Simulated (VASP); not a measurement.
# Ga3As3CO in VASP: further runs

The runs below take Ga3As3CO through single point, with PBE+D3(BJ).

Program: VASP 6.6.1. These are calculated values, not measurements. Logs are shortened: lines on timing, memory, paths and dates and some standing lists are left out, and cuts for length are marked.

## Step 1: The cell of the first run

The cell holds a slab with vacuum, 8 atoms: a = 4.014 Å, b = 5.676 Å, c = 23.335 Å, α = 90.00°, β = 90.00°, γ = 90.00°.

## Step 2: Single point, PBE+D3(BJ)

INCAR

```
SYSTEM = Ga3As3CO
PREC     = Accurate       ! precision mode
ENCUT    = 520            ! plane-wave cutoff, eV
EDIFF    = 1E-7           ! SCF threshold, eV
ISMEAR   = 0              ! smearing method
SIGMA    = 0.05           ! smearing width, eV
LREAL    = .False.        ! projectors in reciprocal space
LASPH    = .True.         ! aspherical terms in the spheres
NELM     = 100            ! most SCF steps
ALGO     = Normal         ! electronic algorithm
ISIF     = 2              ! what is computed and relaxed
LWAVE    = .False.        ! write WAVECAR
LCHARG   = .True.         ! write CHGCAR
LDIPOL   = .True.       
IDIPOL   = 3            
DIPOL    = 0.5 0.5 0.320
GGA      = PE             ! functional
IVDW     = 12             ! dispersion correction
LELF     = .True.         ! ELF
LVHAR    = .True.       
LVACPOTAV= .True.       
NBANDS   = 42             ! bands
```

KPOINTS

```
regular mesh
0
Gamma
  7 5 1
  0 0 0
```

POSCAR

```
Ga3As3CO
1.0
    4.0137031111      0.0000000000      0.0000000000
    0.0000000000      5.6762333751      0.0000000000
    0.0000000000      0.0000000000     23.3352699083
Ga As O C
3 3 1 1
Direct
    0.5000000000      0.5000000000      0.1714143447
    0.0000000000      0.0653835255      0.2680035048
    0.5000000000      0.4894639609      0.3228546357
    0.0000000000      0.2500000000      0.1714143447
    0.5000000000      0.8102208698      0.2504948966
    0.0000000000      0.2887573198      0.3593388866
    0.5000000000      0.4554239865      0.4836142866
    0.5000000000      0.4554239865      0.5328959107
```

Potentials or basis: VASP PAW PBE potentials, release 64 (Ga_d, As, O, C).

Launch:

```bash
$ cat potpaw_PBE.64/Ga_d/POTCAR potpaw_PBE.64/As/POTCAR potpaw_PBE.64/O/POTCAR potpaw_PBE.64/C/POTCAR > POTCAR
$ mpirun -np 1 vasp_std > vasp.out
```

OUTCAR:

```text
SYSTEM = Ga3As3CO
   PREC = Accurate
   ENCUT = 520
   EDIFF = 1E-7
   ISMEAR = 0
   LREAL = .False.
   LASPH = .True.
   NELM = 100
   ISIF = 2
   GGA = PE
   IVDW = 12
 IVDW          = 12

 ion  position               nearest neighbor table
   1  0.500  0.500  0.171-   4 2.46   4 2.46   5 2.55
   2  0.000  0.065  0.268-   6 2.48   4 2.49   5 2.51   5 2.51
   3  0.500  0.489  0.323-   6 2.46   6 2.46   5 2.48
   4  0.000  0.250  0.171-   1 2.46   1 2.46   2 2.49
   5  0.500  0.810  0.250-   3 2.48   2 2.51   2 2.51   1 2.55
   6  0.000  0.289  0.359-   3 2.46   3 2.46   2 2.48
   7  0.500  0.455  0.484-   8 1.15
   8  0.500  0.455  0.533-   7 1.15

  LATTYP: Found a simple orthorhombic cell.
 ALAT       =     4.0137031111
 B/A-ratio  =     1.4142135624
 C/A-ratio  =     5.8139003465

  Lattice vectors:

 A1 = (   4.0137031111,   0.0000000000,   0.0000000000)
 A2 = (   0.0000000000,   5.6762333751,   0.0000000000)
 A3 = (   0.0000000000,   0.0000000000,  23.3352699083)

Analysis of symmetry for initial positions (statically):
=====================================================================
 Subroutine PRICEL returns:
 Original cell was already a primitive cell.

 Routine SETGRP: Setting up the symmetry group for a
 simple orthorhombic supercell.

 Subroutine GETGRP returns: Found  2 space group operations
 (whereof  2 operations were pure point group operations)
 out of a pool of  8 trial point group operations.

The static configuration has the point symmetry C_1h.

Analysis of symmetry for dynamics (positions and initial velocities):
=====================================================================
 Subroutine PRICEL returns:
 Original cell was already a primitive cell.

 Routine SETGRP: Setting up the symmetry group for a
 simple orthorhombic supercell.

 Subroutine GETGRP returns: Found  2 space group operations
 (whereof  2 operations were pure point group operations)
 out of a pool of  8 trial point group operations.

The dynamic configuration has the point symmetry C_1h.

 Subroutine INISYM returns: Found  2 space group operations
 (whereof  2 operations are pure point group operations),
 and found     1 'primitive' translations

----------------------------------------------------------------------------------------

                                     Primitive cell

  volume of cell :     531.6408

  direct lattice vectors                    reciprocal lattice vectors
     4.013703111  0.000000000  0.000000000     0.249146480  0.000000000  0.000000000
     0.000000000  5.676233375  0.000000000     0.000000000  0.176173165  0.000000000
     0.000000000  0.000000000 23.335269908     0.000000000  0.000000000  0.042853586

  length of vectors
     4.013703111  5.676233375 23.335269908     0.249146480  0.176173165  0.042853586

  position of ions in fractional coordinates (direct lattice)
     0.500000000  0.500000000  0.171414345
     0.000000000  0.065383526  0.268003505
     0.500000000  0.489463961  0.322854636
     0.000000000  0.250000000  0.171414345
     0.500000000  0.810220870  0.250494897
     0.000000000  0.288757320  0.359338887
     0.500000000  0.455423987  0.483614287
     0.500000000  0.455423987  0.532895911

  ion indices of the primitive-cell ions
   primitive index   ion index
                 1           1
                 2           2
                 3           3
                 4           4
                 5           5
                 6           6
                 7           7
                 8           8

----------------------------------------------------------------------------------------

 KPOINTS: regular mesh

Automatic generation of k-mesh.
 Grid dimensions read from file:
 generate k-points for:    7    5    1

 Generating k-lattice:

  Cartesian coordinates                     Fractional coordinates (reciprocal lattice)
     0.035592354  0.000000000  0.000000000     0.142857143  0.000000000  0.000000000
     0.000000000  0.035234633  0.000000000     0.000000000  0.200000000  0.000000000
     0.000000000  0.000000000  0.042853586     0.000000000  0.000000000  1.000000000

  Length of vectors
     0.035592354  0.035234633  0.042853586

  Shift w.r.t. Gamma in fractional coordinates (k-lattice)
     0.000000000  0.000000000  0.000000000

 Subroutine IBZKPT returns following result:
 ===========================================

 Found     12 irreducible k-points:

 Following reciprocal coordinates:
            Coordinates               Weight
  0.000000  0.000000  0.000000      1.000000
  0.142857  0.000000  0.000000      2.000000
  0.285714  0.000000  0.000000      2.000000
  0.428571  0.000000  0.000000      2.000000
  0.000000  0.200000  0.000000      2.000000
  0.142857  0.200000  0.000000      4.000000
  0.285714  0.200000  0.000000      4.000000
  0.428571  0.200000  0.000000      4.000000
  0.000000  0.400000  0.000000      2.000000
  0.142857  0.400000  0.000000      4.000000
  0.285714  0.400000  0.000000      4.000000
  0.428571  0.400000  0.000000      4.000000
   k-points           NKPTS =     12   k-points in BZ     NKDIM =     12   number of bands    NBANDS=     42
   number of dos      NEDOS =    301   number of ions     NIONS =      8
   total plane-waves  NPLWV = 226800
   dimension x,y,z NGX =    30 NGY =   42 NGZ =  180
   dimension x,y,z NGXF=    60 NGYF=   84 NGZF=  360
   ions per type =               3   3   1   1
   NGX,Y,Z   is equivalent  to a cutoff of  12.43, 12.30, 12.82 a.u.
   NGXF,Y,Z  is equivalent  to a cutoff of  24.85, 24.60, 25.65 a.u.
 SYSTEM =  Ga3As3CO
   PREC   = accura    normal or accurate (medium, high low for compatibility)
   ISTART =      0    job   : 0-new  1-cont  2-samecut
   ICHARG =      2    charge: 1-file 2-atom 10-const
   ISPIN  =      1    spin polarized calculation?
   LNONCOLLINEAR =      F non collinear calculations
   LSORBIT =      F    spin-orbit coupling
   LASPH  =      T    aspherical Exc in radial PAW
   ENCUT  =  520.0 eV  38.22 Ry    6.18 a.u.   7.46 10.55 43.39*2*pi/ulx,y,z
   NELM   =    100;   NELMIN=  2; NELMDL= -5     # of ELM steps
   EDIFF  = 0.1E-06   stopping-criterion for ELM
   LREAL  =      F    real-space projection
   EDIFFG = 0.1E-05   stopping-criterion for IOM
   NSW    =      0    number of steps for IOM
   IBRION =     -1    ionic relax: 0-MD 1-quasi-New 2-CG
   NFREE  =      0    steps in history (QN), initial steepest desc. (CG)
   ISIF   =      2    stress and relaxation
   ISYM   =      2    0-nonsym 1-usesym 2-fastsym
   POTIM  = 0.5000    time-step for ionic-motion
   TEBEG  =    0.0;   TEEND  =   0.0 temperature during run
   PSTRESS=    0.0 pullay stress
   NELECT =      64.0000    total number of electrons
   NUPDOWN=      -1.0000    fix difference up-down
   EMIN   =  10.00;   EMAX   =-10.00  energy-range for DOS
   EFERMI =   0.00;   METHOD = LEGACY
   ISMEAR =     0;   SIGMA  =   0.05  broadening in eV -4-tet -1-fermi 0-gaus
   EFERMI_NEDOS =   21; number of points for ismear=-14 and -15
   IALGO  =     38    algorithm
   IMIX   =      4    mixing-type and parameters
     AMIX     =   0.40;   BMIX     =  1.00
     AMIX_MAG =   1.60;   BMIX_MAG =  1.00
  volume/ion in A,a.u.               =      66.46       448.46
  Fermi-wavevector in a.u.,A,eV,Ry     =   0.808342  1.527546  8.890285  0.653418
  Thomas-Fermi vector in A             =   1.917130
   LORBIT       =      0    0 simple, 1 ext, 2 COOP (PROOUT), +10 PAW based schemes
   GGA     = PE    functional components
   LHFCALC =     F    Hartree Fock is set to
   AEXX    =    0.0000 exact exchange contribution
   IVDW    =    12    specifies the selected vdW correction
   LEPSILON=     F    determine dielectric tensor
   LRPA    =     F    only Hartree local field effects (RPA)
 non-spin polarized calculation
 Gauss-broadening in eV      SIGMA  =   0.05
  energy-cutoff  :      520.00
  volume of cell :      531.64
 maximum number of plane-waves:     14367
 NGX is ok and might be reduce to    30
   NGX = 15   NGY = 21   NGZ = 87

 dipolmoment           0.000000      0.000000     -0.007589 electrons x Angstroem

 number of electron      64.0000019 magnetization

 dipolmoment           0.000000      0.000000      0.048586 electrons x Angstroem

 Free energy of the ion-electron system (eV)
  ---------------------------------------------------
  ext. energy  EPLUGINS =         0.00000000
  ---------------------------------------------------
  free energy    TOTEN  =       -37.53294704 eV

  energy without entropy =      -37.53294704  energy(sigma->0) =      -37.53294704

 E-fermi :  -2.0603     XC(G=0):  -3.7740

 val. band max:       -2.2624548993   @ k =   0.0000   0.0000   0.0000
 cond. band min:      -1.8545377906   @ k =   0.4286   0.0000   0.0000
 fundamental gap:      0.4079171087
 Fermi energy:        -2.0603220357

 k-point     1 :       0.0000    0.0000    0.0000
  band No.  band energies     occupation
      1     -26.7746      2.00000
      2     -17.2436      2.00000
      3     -17.1826      2.00000
      4     -17.1676      2.00000
      5     -17.1438      2.00000
      6     -17.1218      2.00000
[... 34 lines left out ...]
     41       2.1773      0.00000
     42       2.2032      0.00000

 k-point     2 :       0.1429    0.0000    0.0000
  band No.  band energies     occupation
      1     -26.7730      2.00000
      2     -17.2405      2.00000
      3     -17.1797      2.00000
      4     -17.1670      2.00000
      5     -17.1431      2.00000
      6     -17.1244      2.00000
[... 34 lines left out ...]
     41       1.9871      0.00000
     42       2.2962      0.00000

 k-point     3 :       0.2857    0.0000    0.0000
  band No.  band energies     occupation
      1     -26.7693      2.00000
      2     -17.2336      2.00000
      3     -17.1731      2.00000
      4     -17.1652      2.00000
      5     -17.1418      2.00000
      6     -17.1313      2.00000
[... 34 lines left out ...]
     41       2.3288      0.00000
     42       2.8597      0.00000

 k-point     4 :       0.4286    0.0000    0.0000
  band No.  band energies     occupation
      1     -26.7663      2.00000
      2     -17.2281      2.00000
      3     -17.1668      2.00000
      4     -17.1628      2.00000
      5     -17.1423      2.00000
      6     -17.1395      2.00000
[... 304 lines left out ...]
     41       2.2813      0.00000
     42       2.7387      0.00000

 k-point    11 :       0.2857    0.4000    0.0000
  band No.  band energies     occupation
      1     -26.7692      2.00000
      2     -17.2330      2.00000
      3     -17.1728      2.00000
      4     -17.1658      2.00000
      5     -17.1417      2.00000
      6     -17.1314      2.00000
[... 34 lines left out ...]
     41       2.7354      0.00000
     42       3.1456      0.00000

 k-point    12 :       0.4286    0.4000    0.0000
  band No.  band energies     occupation
      1     -26.7661      2.00000
      2     -17.2249      2.00000
      3     -17.1667      2.00000
      4     -17.1625      2.00000
      5     -17.1429      2.00000
      6     -17.1394      2.00000
[... 34 lines left out ...]
     41       2.7349      0.00000
     42       3.0675      0.00000

------------------------ aborting loop because EDIFF is reached ----------------------------------------

 Edisp (eV)   -1.27891

 E8    (eV) :    -0.5794

  FORCE on cell =-STRESS in cart. coord.  units (eV):
  Direction    XX          YY          ZZ          XY          YZ          ZX
  --------------------------------------------------------------------------------------
  -------------------------------------------------------------------------------------
  Total      -2.02081    -2.64312    -0.68777     0.00000     0.03929     0.00000
  in kB      -6.09001    -7.96544    -2.07270     0.00000     0.11841     0.00000
  external pressure =       -5.38 kB  Pullay stress =        0.00 kB

 VOLUME and BASIS-vectors are now :
 -----------------------------------------------------------------------------
  energy-cutoff  :      520.00
  volume of cell :      531.64
      direct lattice vectors                 reciprocal lattice vectors
     4.013703111  0.000000000  0.000000000     0.249146480  0.000000000  0.000000000
     0.000000000  5.676233375  0.000000000     0.000000000  0.176173165  0.000000000
     0.000000000  0.000000000 23.335269908     0.000000000  0.000000000  0.042853586

 POSITION                                       TOTAL-FORCE (eV/Angst)
 -----------------------------------------------------------------------------------
      2.00685      2.83812      4.00000         0.000000     -0.313021      1.033362
      0.00000      0.37113      6.25393         0.000000      0.002211      0.022541
      2.00685      2.77831      7.53390         0.000000     -0.009085      0.005915
      0.00000      1.41906      4.00000         0.000000      0.313689     -1.067274
      2.00685      4.59900      5.84537         0.000000      0.006644     -0.013041
      0.00000      1.63905      8.38527         0.000000     -0.023206     -0.001216
      2.00685      2.58509     11.28527         0.000000      0.031170      0.729117
      2.00685      2.58509     12.43527         0.000000     -0.008402     -0.709404
 -----------------------------------------------------------------------------------
    total drift:                                0.000000     -0.000953     -0.001891

  FREE ENERGIE OF THE ION-ELECTRON SYSTEM (eV)
  ---------------------------------------------------
  free  energy   TOTEN  =       -38.8118597488 eV

  energy  without entropy=      -38.8118597487  energy(sigma->0) =      -38.81185975

 vacuum level on the upper side and lower side of the slab         2.761         2.375
```

Wall time 6.1 min (1 thread of Intel Xeon Platinum 8559C (Emerald Rapids), shared host); peak memory 0.66 GiB.

Results:

| Quantity | Value |
| --- | --- |
| Free energy | -38.8119 eV |
| Largest force | 1.112 eV/Å |
| Band gap on the k mesh | 0.41 eV (least direct gap 0.75 eV) |
| Dispersion energy per atom | -0.160 eV |

Forces on the atoms (eV/Å):
```
Ga   0.000 -0.313  1.033
Ga   0.000  0.002  0.023
Ga   0.000 -0.009  0.006
As   0.000  0.314 -1.067
As   0.000  0.007 -0.013
As   0.000 -0.023 -0.001
O    0.000  0.031  0.729
C    0.000 -0.008 -0.709
```

Levels at points of the mesh, in eV from the valence-band top:
```tsv
k point	band 28	band 29	band 30	band 31	band 32	band 33	band 34	band 35	band 36	band 37
(0.00, 0.00, 0.00)	-1.98	-1.33	-0.89	-0.83	0.00	0.75	1.61	2.28	2.46	2.87
```

(Part 1 of 2 ends here.)
